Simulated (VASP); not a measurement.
B, 1 atom in the cell. It takes space group Fm-3m (No. 225, cubic). Conventional cell: a = 2.916 Å, b = 2.916 Å, c = 2.916 Å, α = 90.00°, β = 90.00°, γ = 90.00°. B (site symmetry m-3m) has 12 B at 2.06 Å within 2.7 Å.  This cell differs from its parent crystal: volume scaled by 1.04.

| Property | Result |
| --- | --- |
| Program | VASP 6.6.1 |
| Task | single point |
| Functional | revPBE |
| Potentials or basis | VASP PAW PBE potentials, release 64 (B) |
| Cutoff | 520 eV |
| k mesh | 21 × 21 × 21 |
| Occupations | fermi-dirac, width 0.1 eV |
| Spin | no spin polarisation |
| Dipole correction | no |
| Further INCAR settings | ALGO = Normal; EDIFF = 1e-07; NBANDS = 8 |

Potentials or basis: VASP PAW PBE potentials, release 64 (B).

Launch:

```bash
$ cat potpaw_PBE.64/B/POTCAR > POTCAR
$ mpirun -np 1 vasp_std > vasp.out
```

Hardware: 1 thread of Intel Xeon 6975P-C, with other jobs on the host.

Estimate the wall time of this run.

It took 5.1 s on 1 thread of Intel Xeon 6975P-C, on a shared host, peak memory 0.12 GiB. Counts: scf iterations 10, k points 286.
